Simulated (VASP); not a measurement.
# Sr (P6/mmm) in VASP: single point with PBE

Aim: the single point of Sr with PBE.

Everything below comes from runs of VASP 6.6.1. Logs are shortened: lines on timing, memory, paths and dates and some standing lists are left out, and cuts for length are marked.

### Step 1. The cell of the first run

Symmetry: P6/mmm, No. 191, hexagonal system. Conventional cell: a = 6.848 Å, b = 6.848 Å, c = 4.094 Å, α = 90.00°, β = 90.00°, γ = 120.00°. Sr (site symmetry 6/mmm) has 14 Sr at 4.09 to 4.45 Å within 5.4 Å. Sr (site symmetry -6m2) has 11 Sr at 3.95 to 4.45 Å within 5.2 Å.

This isn't the form of Sr at room conditions, which is fcc.

### Step 2. Single point, PBE

The input, POSCAR:

```
Sr
1.0
    6.8482222292      0.0000000000      0.0000000000
   -3.4241111146      5.9307344213      0.0000000000
    0.0000000000      0.0000000000      4.0942172709
Sr
3
Direct
    0.0000000000      0.0000000000      0.0000000000
    0.3333333333      0.6666666667      0.5000000000
    0.6666666667      0.3333333333      0.5000000000
```

The input, INCAR.step1:

```
SYSTEM = Sr
PREC = Accurate ; ENCUT = 520
EDIFF = 1E-7 ; ISMEAR = -1
SIGMA = 0.1 ; LREAL = .FALSE.
LASPH = .TRUE. ; NELM = 100
ALGO = Normal ; ISIF = 2
LWAVE = .FALSE. ; LCHARG = .TRUE.
GGA = PE ; NBANDS = 22
```

The input, KPOINTS.step1:

```
Automatic mesh
0
G
  5 5 7
  0 0 0
```

The input, INCAR.step2:

```
SYSTEM = Sr
PREC = Accurate ; ENCUT = 520
EDIFF = 1E-7 ; ISMEAR = -5
SIGMA = 0.1 ; LREAL = .FALSE.
LASPH = .TRUE. ; NELM = 100
ALGO = Normal ; ISIF = 2
LWAVE = .FALSE. ; LCHARG = .FALSE.
GGA = PE ; LORBIT = 11
NBANDS = 22 ; NEDOS = 1001
ICHARG = 11
```

The input, KPOINTS.step2:

```
Automatic mesh
0
G
  8 8 11
  0 0 0
```

Potentials or basis: VASP PAW PBE potentials, release 64 (Sr_sv).

The run is started by

```console
$ cat potpaw_PBE.64/Sr_sv/POTCAR > POTCAR
$ cp INCAR.step1 INCAR
$ cp KPOINTS.step1 KPOINTS
$ mpirun -np 1 vasp_std > vasp.out
$ cp INCAR.step2 INCAR
$ cp KPOINTS.step2 KPOINTS
$ mpirun -np 1 vasp_std > vasp.out
```

OUTCAR:

```text
SYSTEM = Sr
   PREC = Accurate
   ENCUT = 520
   EDIFF = 1E-7
   ISMEAR = -5
   LREAL = .FALSE.
   LASPH = .TRUE.
   NELM = 100
   ISIF = 2
   GGA = PE
   LORBIT = 11
   ICHARG = 11

 ion  position               nearest neighbor table
   1  0.000  0.000  0.000-   2 4.45   3 4.45   2 4.45   3 4.45   3 4.45   3 4.45   2 4.45   2 4.45
                             3 4.45   3 4.45   2 4.45   2 4.45
   2  0.333  0.667  0.500-   3 3.95   3 3.95   3 3.95   1 4.45   1 4.45   1 4.45   1 4.45   1 4.45
                             1 4.45
   3  0.667  0.333  0.500-   2 3.95   2 3.95   2 3.95   1 4.45   1 4.45   1 4.45   1 4.45   1 4.45
                             1 4.45

  LATTYP: Found a hexagonal cell.
 ALAT       =     6.8482222292
 C/A-ratio  =     0.5978511114

  Lattice vectors:

 A1 = (   6.8482222292,   0.0000000000,   0.0000000000)
 A2 = (  -3.4241111146,   5.9307344213,   0.0000000000)
 A3 = (   0.0000000000,   0.0000000000,   4.0942172709)

Analysis of symmetry for initial positions (statically):
=====================================================================
 Subroutine PRICEL returns:
 Original cell was already a primitive cell.

 Routine SETGRP: Setting up the symmetry group for a
 hexagonal supercell.

 Subroutine GETGRP returns: Found 24 space group operations
 (whereof 24 operations were pure point group operations)
 out of a pool of 24 trial point group operations.

The static configuration has the point symmetry D_6h.

Analysis of symmetry for dynamics (positions and initial velocities):
=====================================================================
 Subroutine PRICEL returns:
 Original cell was already a primitive cell.

 Routine SETGRP: Setting up the symmetry group for a
 hexagonal supercell.

 Subroutine GETGRP returns: Found 24 space group operations
 (whereof 24 operations were pure point group operations)
 out of a pool of 24 trial point group operations.

The dynamic configuration has the point symmetry D_6h.

 Subroutine INISYM returns: Found 24 space group operations
 (whereof 24 operations are pure point group operations),
 and found     1 'primitive' translations

----------------------------------------------------------------------------------------

                                     Primitive cell

  volume of cell :     166.2866

  direct lattice vectors                    reciprocal lattice vectors
     6.848222229  0.000000000  0.000000000     0.146023299  0.084306591  0.000000000
    -3.424111115  5.930734421  0.000000000     0.000000000  0.168613182  0.000000000
     0.000000000  0.000000000  4.094217271     0.000000000  0.000000000  0.244246930

[... 97 lines left out ...]
   PSTRESS=    0.0 pullay stress
   NELECT =      30.0000    total number of electrons
   NUPDOWN=      -1.0000    fix difference up-down
   EMIN   =  10.00;   EMAX   =-10.00  energy-range for DOS
   EFERMI =   0.00;   METHOD = LEGACY
   ISMEAR =    -5;   SIGMA  =   0.10  broadening in eV -4-tet -1-fermi 0-gaus
   EFERMI_NEDOS =   21; number of points for ismear=-14 and -15
   IALGO  =     38    algorithm
   IMIX   =      4    mixing-type and parameters
     AMIX     =   0.40;   BMIX     =  1.00
     AMIX_MAG =   1.60;   BMIX_MAG =  1.00
  volume/ion in A,a.u.               =      55.43       374.05
  Fermi-wavevector in a.u.,A,eV,Ry     =   0.925045  1.748082 11.642617  0.855708
  Thomas-Fermi vector in A             =   2.050857
   LORBIT       =     11    0 simple, 1 ext, 2 COOP (PROOUT), +10 PAW based schemes
   GGA     = PE    functional components
   LHFCALC =     F    Hartree Fock is set to
   AEXX    =    0.0000 exact exchange contribution
   IVDW    =     0    specifies the selected vdW correction
   LEPSILON=     F    determine dielectric tensor
   LRPA    =     F    only Hartree local field effects (RPA)
 non-spin polarized calculation
 Fermi weights with tetrahedron method with Bloechl corrections
  energy-cutoff  :      520.00
  volume of cell :      166.29
 maximum number of plane-waves:      4503
 NGX is ok and might be reduce to    54

 number of electron      29.9999999 magnetization

 Free energy of the ion-electron system (eV)
  ---------------------------------------------------
  ext. energy  EPLUGINS =         0.00000000
  ---------------------------------------------------
  free energy    TOTEN  =        -4.73719397 eV

  energy without entropy =       -4.73719397  energy(sigma->0) =       -4.73719397

 E-fermi :   1.6077     XC(G=0):  -7.3239

 val. band max:        1.7359888498   @ k =   0.0000   0.0000   0.1818
 cond. band min:       1.6043990815   @ k =   0.2500   0.2500   0.4545
 fundamental gap:     -0.1315897683
 Fermi energy:         1.6077163745

 k-point     1 :       0.0000    0.0000    0.0000
  band No.  band energies     occupation
      1     -35.1170      2.00000
      2     -35.0974      2.00000
      3     -35.0293      2.00000
      4     -17.1755      2.00000
      5     -17.1755      2.00000
      6     -17.0653      2.00000
[... 589 lines left out ...]
     21       3.3979      0.00000
     22       3.7346      0.00000

 [... further k-points ...]

------------------------ aborting loop because EDIFF is reached ----------------------------------------

  FORCE on cell =-STRESS in cart. coord.  units (eV):
  Direction    XX          YY          ZZ          XY          YZ          ZX
  --------------------------------------------------------------------------------------
  -------------------------------------------------------------------------------------
  Total        0.0157029      0.0157029     -0.3223696     -0.0000000     -0.0000000      0.0000000
  in kB        0.1512984      0.1512984     -3.1060430     -0.0000000     -0.0000000      0.0000000
  external PRESSURE =      -0.9344820 kB  Pullay stress =       0.0000000 kB

 VOLUME and BASIS-vectors are now :
 -----------------------------------------------------------------------------
  energy-cutoff  :      520.00
  volume of cell :      166.29
      direct lattice vectors                 reciprocal lattice vectors
     6.848222229  0.000000000  0.000000000     0.146023299  0.084306591  0.000000000
    -3.424111115  5.930734421  0.000000000     0.000000000  0.168613182  0.000000000
     0.000000000  0.000000000  4.094217271     0.000000000  0.000000000  0.244246930

 POSITION                                       TOTAL-FORCE (eV/Angst)
 -----------------------------------------------------------------------------------
      0.00000      0.00000      0.00000         0.000000      0.000000     -0.000000
     -0.00000      3.95382      2.04711        -0.000000      0.000000      0.000000
      3.42411      1.97691      2.04711        -0.000000     -0.000000     -0.000000
 -----------------------------------------------------------------------------------
    total drift:                                0.000000     -0.000000     -0.000000

  FREE ENERGIE OF THE ION-ELECTRON SYSTEM (eV)
  ---------------------------------------------------
  free  energy   TOTEN  =        -4.7371939657 eV

  energy  without entropy=       -4.7371939657  energy(sigma->0) =       -4.73719397

 total charge

# of ion       s       p       d       tot
------------------------------------------
    1        2.060   5.715   0.125   7.900
    2        2.065   5.714   0.138   7.917
    3        2.065   5.714   0.138   7.917
--------------------------------------------------
tot          6.190  17.143   0.402  23.735
```

OUTCAR.step1:

```text
SYSTEM = Sr
   PREC = Accurate
   ENCUT = 520
   EDIFF = 1E-7
   ISMEAR = -1
   LREAL = .FALSE.
   LASPH = .TRUE.
[... 721 lines left out ...]
      0.00000      0.00000      0.00000        -0.000000      0.000000      0.000000
     -0.00000      3.95382      2.04711        -0.000000     -0.000000      0.000000
      3.42411      1.97691      2.04711         0.000000      0.000000     -0.000000
 -----------------------------------------------------------------------------------
    total drift:                                0.000000      0.000000      0.000000

  FREE ENERGIE OF THE ION-ELECTRON SYSTEM (eV)
  ---------------------------------------------------
  free  energy   TOTEN  =        -4.8325059740 eV

  energy  without entropy=       -4.6640004365  energy(sigma->0) =       -4.74825321
```

OSZICAR.step1:

```text
N       E                     dE             d eps       ncg     rms          rms(c)
DAV:   1     0.180072523763E+03    0.18007E+03   -0.13512E+04   880   0.116E+03
DAV:   2     0.102607794436E+02   -0.16981E+03   -0.16583E+03  1020   0.265E+02
DAV:   3    -0.401470894403E+01   -0.14275E+02   -0.14013E+02  1552   0.537E+01
DAV:   4    -0.480163233321E+01   -0.78692E+00   -0.78309E+00  1256   0.114E+01
DAV:   5    -0.482088818350E+01   -0.19256E-01   -0.19252E-01  1292   0.198E+00    0.198E+01
DAV:   6    -0.482712847076E+01   -0.62403E-02   -0.30427E-02  1272   0.152E+00    0.112E+01
DAV:   7    -0.483207241188E+01   -0.49439E-02   -0.35164E-02  1082   0.182E+00    0.537E-01
DAV:   8    -0.483236484096E+01   -0.29243E-03   -0.57452E-03  1424   0.340E-01    0.178E-01
DAV:   9    -0.483244590334E+01   -0.81062E-04   -0.24712E-04  1266   0.692E-02    0.704E-02
DAV:  10    -0.483250240164E+01   -0.56498E-04   -0.27759E-05  1110   0.411E-02    0.402E-02
DAV:  11    -0.483250739654E+01   -0.49949E-05   -0.34174E-06  1374   0.124E-02    0.682E-03
DAV:  12    -0.483250610221E+01    0.12943E-05   -0.83668E-07  1224   0.710E-03    0.244E-03
DAV:  13    -0.483250632616E+01   -0.22395E-06   -0.76513E-08   758   0.175E-03    0.223E-03
DAV:  14    -0.483250596208E+01    0.36408E-06   -0.40089E-08   692   0.128E-03    0.264E-04
DAV:  15    -0.483250597398E+01   -0.11903E-07   -0.12983E-08   656   0.526E-04
   1 F= -.48325060E+01 E0= -.47482532E+01  d E =-.168506E+00
```

Wall time 7.1 min (1 thread of Oxide Virtual Turin-like, shared host); peak memory 0.33 GiB.

What came out:

```
Valence electrons inside the program's atomic spheres : Sr 7.90, 7.92 (each value once)
```

Levels at points of the mesh, in eV from the Fermi level:
| k point | band 13 | band 14 | band 15 | band 16 | band 17 | band 18 |
| --- | --- | --- | --- | --- | --- | --- |
| (0.00, 0.00, 0.00) | -3.68 | -0.14 | 0.12 | 0.12 | 0.16 | 0.16 |
| (0.50, 0.00, 0.00) | -2.41 | -2.39 | -1.07 | 0.12 | 1.00 | 1.20 |
